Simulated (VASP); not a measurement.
A run of VASP 6.6.1:

File INCAR:

```
PREC     = Accurate       # precision mode
ENCUT    = 910            # plane-wave cutoff, eV
EDIFF    = 1E-6           # SCF threshold, eV
ISMEAR   = -1             # smearing method
SIGMA    = 0.02           # smearing width, eV
LREAL    = Auto         
LASPH    = True           # aspherical terms in the spheres
NELM     = 120            # most SCF steps
ALGO     = Normal         # electronic algorithm
ISIF     = 2              # what is computed and relaxed
LWAVE    = False          # write WAVECAR
LCHARG   = True           # write CHGCAR
GGA      = PE             # functional
LELF     = True           # ELF
LVHAR    = True         
NBANDS   = 126            # bands
GGA_COMPAT= False
```

Contents of KPOINTS:

```
Automatic mesh
0
Gamma
  1 1 1
```

The input POSCAR:

```
CSO4
1.0
    9.8035460000      0.0639320000      0.7346130000
    0.0639320000      9.4888850000     -0.0327930000
    0.7346130000     -0.0327930000      8.6473770000
C O S
6 24 6
Direct
    0.0243485418      0.1326729274      0.8103803024
    0.3621670335     -0.0587319787      0.9012006058
    0.4352559618      0.5265814354      0.7927749070
    0.8389696787      0.5510615106      0.6890589976
    0.6044939688      0.2016406961      0.1217297772
    0.8266834674      0.4152955450      0.2483211227
    0.0501791648      0.2490358533      0.7800636385
   -0.0048122162      0.0164298242      0.8414313265
    0.3105574517     -0.0706336282      0.7904182008
    0.4305020815     -0.0442731258      0.9977818390
    0.4334429938      0.4039440130      0.7925216719
    0.4249373445      0.6483156547      0.8007741212
    0.7186126569      0.5503795515      0.7053522007
    0.9568910817      0.5538022418      0.6721478905
    0.6322087502      0.1036889962      0.1924596911
    0.5599971085      0.3012954575      0.0658580314
    0.7937351481      0.4669815080      0.3713872503
    0.8556873424      0.3507537509      0.1301438832
    0.4945535275      0.6131636910      0.2396104653
    0.6395161278      0.7688986817      0.3743698966
    0.0723030641      0.8813143126      0.1254121532
    0.0107382613      0.9395584030      0.4100922710
    0.8130074483      0.1894981728      0.5886488322
    0.5870846935      0.0897355977      0.5557364564
    0.1815797232      0.4619246211      0.3158711675
    0.1475416688      0.3105927917      0.0948957402
    0.7943342795      0.7921208790     -0.1241939918
    0.8785470456      0.6438975687      0.0712728556
    0.4110813529      0.3700384132      0.4828225905
    0.2842353850      0.1660162534      0.4019416711
    0.5142642432      0.6950612734      0.3791794837
    0.1025843753      0.8693286210      0.2841379620
    0.7364009957      0.0609543572      0.5662328740
    0.1794449136      0.4473698314      0.1528727188
    0.8084767367      0.7718753261      0.0373170485
    0.3309936191      0.2430166495      0.5281043060
```

Potentials or basis: VASP PAW PBE potentials, release 64 (C_h, O_h, S).

Run with:

```sh
$ cat potpaw_PBE.64/C_h/POTCAR potpaw_PBE.64/O_h/POTCAR potpaw_PBE.64/S/POTCAR > POTCAR
$ mpirun -np 1 vasp_gam > vasp.out
```

Hardware: 1 thread of AMD EPYC 9R45 96-Core Processor (Zen 5) (shared host).

Question: How long does it take, and how much memory?

Answer: Run time: 3.6 min on 1 thread of AMD EPYC 9R45 96-Core Processor (Zen 5) (shared host), peak memory 1.4 GiB. Counts: scf iterations 19, k points 1.
